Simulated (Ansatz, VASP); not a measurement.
Two plane-wave programs on TiO

```
Ti O
1.0
     3.14977    0.00000    0.00000
    -1.57488    2.47980    0.00000
     0.00000    0.00000    5.57054
Ti O
2 2
Direct
  0.33333 0.66667 0.25000
  0.66667 0.33333 0.75000
  0.00000 0.00000 0.00000
  0.00000 0.00000 0.50000
```

Change from the starting cell: strain +0.1000 x Voigt [1, 0, 0, 0, 0, 0], atoms carried along.

Alike in both runs: task single point; functional r2SCAN; k mesh 12 × 12 × 6; occupations gaussian, width 0.03 eV; no spin polarisation; Hubbard terms Ti d U = 4.0 eV.

```csv
,VASP,Ansatz
version,VASP 6.6.1,Ansatz 0.2.0
potentials or method,"VASP PAW PBE potentials, release 64 (Ti_sv, O), cutoff 520 eV","scalar-relativistic, plane waves, PAW"
valence electrons in the cell,36,36
```

|  | VASP | Ansatz | Ansatz less VASP |
| --- | --- | --- | --- |
| gap on the k mesh at the Fermi level (eV) | none | none | - |
| pressure (GPa) | -13.0 | -14.2 | -1.19 |
| traceless stress, the component that is largest in VASP (GPa) | -17.44 | -12.82 | +4.627 |
| rms of the force components (eV/Å) | 0.001 | 0.057 | +0.0561 |

VASP's potentials were made for PBE, not for r2SCAN. The programs project onto different local orbitals, so the same U acts differently, and such runs can settle in different states. Atom by atom the forces differ by 0.058 eV/Å (rms over components). A gap of «none» marks a metal or a gap that the smearing closes. Ansatz's warnings: filled band counts differ across k points.
